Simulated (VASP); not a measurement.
# Mo (P6/mmm) in VASP: a series of runs

Runs on Mo. Level: LDA. Tasks: single point.

Everything below comes from runs of VASP 6.6.1. Logs are shortened: lines on timing, memory, paths and dates and some standing lists are left out, and cuts for length are marked.

### 1 The cell of the first run

Symmetry: P6/mmm, No. 191, hexagonal system. Conventional cell: a = 2.736 Å, b = 2.736 Å, c = 2.555 Å, α = 90.00°, β = 90.00°, γ = 120.00°. Within 3.4 Å of Mo (site symmetry 6/mmm) lie 8 Mo at 2.56 to 2.74 Å.

### 2 Single point, LDA

INCAR reads:

```
PREC = Accurate
ENCUT = 520
EDIFF = 1E-6
ISMEAR = -1
SIGMA = 0.1
LREAL = False
LASPH = True
NELM = 60
ALGO = Normal
ISIF = 2
LWAVE = False
LCHARG = False
GGA = CA
NBANDS = 13
```

KPOINTS reads:

```
Automatic mesh
0
Gamma
  8 8 7
```

POSCAR reads:

```
Mo
1.0
    2.7355100000      0.0000000000      0.0000000000
   -1.3677600000      2.3690200000      0.0000000000
    0.0000000000      0.0000000000      2.5551800000
Mo
1
Direct
    0.0000000000      0.0000000000      0.5000000000
```

Potentials or basis: VASP PAW LDA potentials, release 64 (Mo_sv).

Command:

```bash
> cat potpaw_LDA.64/Mo_sv/POTCAR > POTCAR
> mpirun -np 1 vasp_std > vasp.out
```

OUTCAR:

```text
PREC = Accurate
   ENCUT = 520
   EDIFF = 1E-6
   ISMEAR = -1
   LREAL = False
   LASPH = True
   NELM = 60
   ISIF = 2
   GGA = CA

 ion  position               nearest neighbor table
   1  0.000  0.000  0.500-

  LATTYP: Found a hexagonal cell.
 ALAT       =     2.7355100000
 C/A-ratio  =     0.9340781061

  Lattice vectors:

 A1 = (   2.7355100000,   0.0000000000,   0.0000000000)
 A2 = (  -1.3677600000,   2.3690200000,   0.0000000000)
 A3 = (   0.0000000000,   0.0000000000,   2.5551800000)

Analysis of symmetry for initial positions (statically):
=====================================================================
 Subroutine PRICEL returns:
 Original cell was already a primitive cell.

 Routine SETGRP: Setting up the symmetry group for a
 hexagonal supercell.

 Subroutine GETGRP returns: Found 24 space group operations
 (whereof 24 operations were pure point group operations)
 out of a pool of 24 trial point group operations.

The static configuration has the point symmetry D_6h.

Analysis of symmetry for dynamics (positions and initial velocities):
=====================================================================
 Subroutine PRICEL returns:
 Original cell was already a primitive cell.

 Routine SETGRP: Setting up the symmetry group for a
 hexagonal supercell.

 Subroutine GETGRP returns: Found 24 space group operations
 (whereof 24 operations were pure point group operations)
 out of a pool of 24 trial point group operations.

The dynamic configuration has the point symmetry D_6h.

 Subroutine INISYM returns: Found 24 space group operations
 (whereof 24 operations are pure point group operations),
 and found     1 'primitive' translations

----------------------------------------------------------------------------------------

                                     Primitive cell

  volume of cell :      16.5588

  direct lattice vectors                    reciprocal lattice vectors
     2.735510000  0.000000000  0.000000000     0.365562546  0.211058509  0.000000000
    -1.367760000  2.369020000  0.000000000     0.000000000  0.422115474  0.000000000
     0.000000000  0.000000000  2.555180000     0.000000000  0.000000000  0.391361861

  length of vectors
     2.735510000  2.735511502  2.555180000     0.422115706  0.422115474  0.391361861

  position of ions in fractional coordinates (direct lattice)
     0.000000000  0.000000000  0.500000000

  ion indices of the primitive-cell ions
   primitive index   ion index
                 1           1

----------------------------------------------------------------------------------------

 KPOINTS: Automatic mesh

Automatic generation of k-mesh.
 Grid dimensions read from file:
 generate k-points for:    8    8    7

 Generating k-lattice:

  Cartesian coordinates                     Fractional coordinates (reciprocal lattice)
     0.045695318  0.026382314  0.000000000     0.125000000  0.000000000  0.000000000
     0.000000000  0.052764434  0.000000000     0.000000000  0.125000000  0.000000000
     0.000000000  0.000000000  0.055908837     0.000000000  0.000000000  0.142857143

  Length of vectors
     0.052764463  0.052764434  0.055908837

  Shift w.r.t. Gamma in fractional coordinates (k-lattice)
     0.000000000  0.000000000  0.000000000

 Subroutine IBZKPT returns following result:
 ===========================================

 Found     40 irreducible k-points:

 Following reciprocal coordinates:
            Coordinates               Weight
  0.000000  0.000000  0.000000      1.000000
  0.125000  0.000000  0.000000      6.000000
  0.250000  0.000000  0.000000      6.000000
  0.375000 -0.000000  0.000000      6.000000
  0.500000  0.000000  0.000000      3.000000
  0.125000  0.125000  0.000000      6.000000
[... 16 lines left out ...]
  0.250000  0.000000  0.285714     12.000000
  0.375000 -0.000000  0.285714     12.000000
 [... further k-points ...]
   k-points           NKPTS =     40   k-points in BZ     NKDIM =     40   number of bands    NBANDS=     13
   number of dos      NEDOS =    301   number of ions     NIONS =      1
   total plane-waves  NPLWV =   8000
   dimension x,y,z NGX =    20 NGY =   20 NGZ =   20
   dimension x,y,z NGXF=    40 NGYF=   40 NGZF=   40
   ions per type =               1
   NGX,Y,Z   is equivalent  to a cutoff of  12.15, 12.15, 13.01 a.u.
   NGXF,Y,Z  is equivalent  to a cutoff of  24.31, 24.31, 26.02 a.u.
 SYSTEM =  unknown system
   PREC   = accura    normal or accurate (medium, high low for compatibility)
   ISTART =      0    job   : 0-new  1-cont  2-samecut
   ICHARG =      2    charge: 1-file 2-atom 10-const
   ISPIN  =      1    spin polarized calculation?
   LNONCOLLINEAR =      F non collinear calculations
   LSORBIT =      F    spin-orbit coupling
   LASPH  =      T    aspherical Exc in radial PAW
   ENCUT  =  520.0 eV  38.22 Ry    6.18 a.u.   5.09  5.09  4.75*2*pi/ulx,y,z
   NELM   =     60;   NELMIN=  2; NELMDL= -5     # of ELM steps
   EDIFF  = 0.1E-05   stopping-criterion for ELM
   LREAL  =      F    real-space projection
   EDIFFG = 0.1E-04   stopping-criterion for IOM
   NSW    =      0    number of steps for IOM
   IBRION =     -1    ionic relax: 0-MD 1-quasi-New 2-CG
   NFREE  =      0    steps in history (QN), initial steepest desc. (CG)
   ISIF   =      2    stress and relaxation
   ISYM   =      2    0-nonsym 1-usesym 2-fastsym
   POTIM  = 0.5000    time-step for ionic-motion
   TEBEG  =    0.0;   TEEND  =   0.0 temperature during run
   PSTRESS=    0.0 pullay stress
   NELECT =      14.0000    total number of electrons
   NUPDOWN=      -1.0000    fix difference up-down
   EMIN   =  10.00;   EMAX   =-10.00  energy-range for DOS
   EFERMI =   0.00;   METHOD = LEGACY
   ISMEAR =    -1;   SIGMA  =   0.10  broadening in eV -4-tet -1-fermi 0-gaus
   EFERMI_NEDOS =   21; number of points for ismear=-14 and -15
   IALGO  =     38    algorithm
   IMIX   =      4    mixing-type and parameters
     AMIX     =   0.40;   BMIX     =  1.00
     AMIX_MAG =   1.60;   BMIX_MAG =  1.00
  volume/ion in A,a.u.               =      16.56       111.74
  Fermi-wavevector in a.u.,A,eV,Ry     =   1.548013  2.925321 32.604252  2.396345
  Thomas-Fermi vector in A             =   2.653024
   LORBIT       =      0    0 simple, 1 ext, 2 COOP (PROOUT), +10 PAW based schemes
   GGA     = CA    functional components
   LHFCALC =     F    Hartree Fock is set to
   AEXX    =    0.0000 exact exchange contribution
   IVDW    =     0    specifies the selected vdW correction
   LEPSILON=     F    determine dielectric tensor
   LRPA    =     F    only Hartree local field effects (RPA)
 non-spin polarized calculation
  energy-cutoff  :      520.00
  volume of cell :       16.56
 maximum number of plane-waves:       460
   NGX = 11   NGY = 11   NGZ =  9

 number of electron      14.0000000 magnetization

 Free energy of the ion-electron system (eV)
  ---------------------------------------------------
  ext. energy  EPLUGINS =         0.00000000
  ---------------------------------------------------
  free energy    TOTEN  =       -11.22361158 eV

  energy without entropy =      -11.18340741  energy(sigma->0) =      -11.20350949

 E-fermi :  11.4734     XC(G=0): -13.1918

 val. band max:       11.4289603075   @ k =   0.3750   0.1250   0.2857
 cond. band min:      11.5443525815   @ k =   0.1250   0.0000   0.2857
 fundamental gap:      0.1153922740
 Fermi energy:        11.4734237013

 k-point     1 :       0.0000    0.0000    0.0000
  band No.  band energies     occupation
      1     -49.2677      2.00000
      2     -22.7036      2.00000
      3     -22.7035      2.00000
      4     -22.6939      2.00000
      5       4.6510      2.00000
      6       7.0740      2.00000
      7      10.5310      1.99984
      8      10.5311      1.99984
      9      15.5151      0.00000
     10      15.5151      0.00000
     11      24.4731      0.00000
     12      27.1506      0.00000
     13      31.8497      0.00000

 k-point     2 :       0.1250    0.0000    0.0000
  band No.  band energies     occupation
      1     -49.2347      2.00000
      2     -22.9204      2.00000
      3     -22.7522      2.00000
      4     -22.6710      2.00000
      5       5.2309      2.00000
      6       7.3346      2.00000
      7      10.0047      2.00000
      8      11.0902      1.95760
      9      14.9012      0.00000
     10      15.4102      0.00000
     11      25.7502      0.00000
     12      28.3174      0.00000
     13      29.4336      0.00000

 k-point     3 :       0.2500    0.0000    0.0000
  band No.  band energies     occupation
      1     -49.1540      2.00000
      2     -23.4249      2.00000
      3     -22.8679      2.00000
      4     -22.6155      2.00000
      5       6.4207      2.00000
      6       7.7512      2.00000
      7       9.7040      2.00000
      8      12.6428      0.00002
      9      13.6985      0.00000
     10      15.1660      0.00000
     11      25.3801      0.00000
     12      28.5038      0.00000
     13      29.1726      0.00000

 k-point     4 :       0.3750   -0.0000    0.0000
  band No.  band energies     occupation
      1     -49.0721      2.00000
      2     -23.9060      2.00000
      3     -22.9812      2.00000
      4     -22.5595      2.00000
      5       6.7191      2.00000
      6       7.9511      2.00000
      7      11.3530      1.53852
      8      12.7295      0.00001
      9      14.7006      0.00000
     10      14.9334      0.00000
     11      22.7447      0.00000
     12      26.1253      0.00000
     13      29.2347      0.00000

 k-point     5 :       0.5000    0.0000    0.0000
  band No.  band energies     occupation
      1     -49.0378      2.00000
      2     -24.0993      2.00000
      3     -23.0275      2.00000
      4     -22.5361      2.00000
      5       6.5157      2.00000
      6       8.2477      2.00000
      7      12.3729      0.00025
      8      12.5351      0.00005
      9      14.8401      0.00000
     10      15.8747      0.00000
     11      21.5822      0.00000
     12      24.8381      0.00000
     13      28.1373      0.00000

 k-point     6 :       0.1250    0.1250    0.0000
  band No.  band energies     occupation
      1     -49.1778      2.00000
      2     -23.2554      2.00000
      3     -22.8600      2.00000
      4     -22.6319      2.00000
      5       6.1854      2.00000
      6       7.8320      2.00000
      7       9.2517      2.00000
      8      12.3035      0.00050
      9      14.0760      0.00000
     10      15.1656      0.00000
     11      26.8014      0.00000
     12      26.9807      0.00000
     13      30.2442      0.00000

 k-point     7 :       0.2500    0.1250    0.0000
  band No.  band energies     occupation
      1     -49.0963      2.00000
      2     -23.6944      2.00000
      3     -23.0289      2.00000
      4     -22.5760      2.00000
      5       7.2506      2.00000
      6       8.0122      2.00000
      7       9.6053      2.00000
      8      13.1480      0.00000
      9      14.4458      0.00000
     10      14.7849      0.00000
     11      23.8723      0.00000
     12      25.5917      0.00000
     13      30.6005      0.00000
[... 193 lines left out ...]
 k-point    20 :       0.3750    0.2500    0.1429
  band No.  band energies     occupation
      1     -48.9705      2.00000
      2     -23.8104      2.00000
      3     -23.4415      2.00000
      4     -22.8424      2.00000
      5       8.6400      2.00000
      6       9.6146      2.00000
      7       9.6390      2.00000
      8      12.3710      0.00025
      9      12.5584      0.00004
     10      19.8869      0.00000
     11      20.3649      0.00000
     12      22.6326      0.00000
     13      30.5824      0.00000

 k-point    21 :       0.0000    0.0000    0.2857
  band No.  band energies     occupation
      1     -49.1193      2.00000
      2     -23.7839      2.00000
      3     -22.6049      2.00000
      4     -22.6049      2.00000
      5       6.4177      2.00000
      6       9.9191      2.00000
      7      11.0122      1.98033
      8      11.0123      1.98032
      9      13.2760      0.00000
     10      13.2760      0.00000
     11      21.8627      0.00000
     12      25.9585      0.00000
     13      32.3787      0.00000

 k-point    22 :       0.1250    0.0000    0.2857
  band No.  band energies     occupation
      1     -49.0871      2.00000
      2     -23.7513      2.00000
      3     -22.8119      2.00000
      4     -22.6519      2.00000
      5       6.9366      2.00000
      6       9.7950      2.00000
      7      10.5782      1.99974
      8      11.5444      0.65951
      9      13.1080      0.00000
     10      13.1126      0.00000
     11      22.6834      0.00000
     12      26.9247      0.00000
     13      30.9345      0.00000

 k-point    23 :       0.2500    0.0000    0.2857
  band No.  band energies     occupation
      1     -49.0087      2.00000
      2     -23.6725      2.00000
      3     -23.2943      2.00000
      4     -22.7638      2.00000
      5       7.5522      2.00000
      6       8.9955      2.00000
      7      11.0002      1.98255
      8      12.5392      0.00005
      9      13.1819      0.00000
     10      13.2191      0.00000
     11      23.8280      0.00000
     12      27.2624      0.00000
     13      31.8648      0.00000

 k-point    24 :       0.3750   -0.0000    0.2857
  band No.  band energies     occupation
      1     -48.9290      2.00000
      2     -23.7607      2.00000
      3     -23.5877      2.00000
      4     -22.8735      2.00000
      5       7.4086      2.00000
      6       7.9820      2.00000
      7      12.2471      0.00087
      8      12.2699      0.00069
      9      14.8544      0.00000
     10      15.0523      0.00000
     11      22.5486      0.00000
     12      27.6943      0.00000
     13      29.1923      0.00000

 [... further k-points ...]
[... 5 lines left out ...]
  --------------------------------------------------------------------------------------
  -------------------------------------------------------------------------------------
  Total       -0.3741825     -0.3741821     -1.7121154      0.0000008      0.0000000      0.0000000
  in kB      -36.2047477    -36.2047124   -165.6590159      0.0000764      0.0000000      0.0000000
  external PRESSURE =     -79.3561587 kB  Pullay stress =       0.0000000 kB

 VOLUME and BASIS-vectors are now :
 -----------------------------------------------------------------------------
  energy-cutoff  :      520.00
  volume of cell :       16.56
      direct lattice vectors                 reciprocal lattice vectors
     2.735510000  0.000000000  0.000000000     0.365562546  0.211058509  0.000000000
    -1.367760000  2.369020000  0.000000000     0.000000000  0.422115474  0.000000000
     0.000000000  0.000000000  2.555180000     0.000000000  0.000000000  0.391361861

 POSITION                                       TOTAL-FORCE (eV/Angst)
 -----------------------------------------------------------------------------------
      0.00000      0.00000      1.27759         0.000000      0.000000      0.000000
 -----------------------------------------------------------------------------------
    total drift:                               -0.000000      0.000000      0.000000

  FREE ENERGIE OF THE ION-ELECTRON SYSTEM (eV)
  ---------------------------------------------------
  free  energy   TOTEN  =       -11.2236115801 eV

  energy  without entropy=      -11.1834074055  energy(sigma->0) =      -11.20350949
```

It used 4.5 s of CPU time on 1 thread of AMD EPYC 7R13 Processor (Zen 3), with other jobs on the host.

Results:

```yaml
Free_energy: -11.2236 eV
Pressure: -7.9 GPa
Band_gap_on_the_k_mesh: zero (band 7 reaches 12.37 eV, above the bottom of band 8 at 10.53 eV)
```

Stress tensor (GPa, compression positive):
```
 -3.62   0.00   0.00
  0.00  -3.62   0.00
  0.00   0.00 -16.57
```

Levels at points of the mesh, in eV from the Fermi level:
```
           k point  band 5  band 6  band 7  band 8  band 9  band 10
(0.00, 0.00, 0.00)   -6.82   -4.40   -0.94   -0.94    4.04     4.04
(0.50, 0.00, 0.00)   -4.96   -3.23    0.90    1.06    3.37     4.40
```

(Part 1 of 2 ends here.)
